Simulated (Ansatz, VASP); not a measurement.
## Two plane-wave programs on Os

```
CELL_PARAMETERS angstrom
2.73938 0.00000 0.00000
-1.36969 2.37237 0.00000
0.00000 0.00000 4.31382
ATOMIC_POSITIONS crystal
Os 0.33333 0.66667 0.25000
Os 0.66667 0.33333 0.75000
```

Alike in both runs: task single point; functional r2SCAN; k mesh 13 × 13 × 7; occupations fermi-dirac, width 1 eV; no spin polarisation.

|  | VASP | Ansatz |
| --- | --- | --- |
| version | VASP 6.6.1 | Ansatz 0.2.0 |
| potentials or method | VASP PAW PBE potentials, release 64 (Os_sv_GW), cutoff 620 eV | plane waves (500 eV) with PAW, scalar-relativistic |
| valence electrons in the cell | 32 | 32 |

```csv
,VASP,Ansatz,Ansatz less VASP
pressure (GPa),22.7,23.3,+0.67
"traceless stress, the component that is largest in VASP (GPa)",5.78,5.75,-0.026
```

VASP's potentials were made for PBE, not for r2SCAN.

Neither program's run includes spin-orbit coupling.
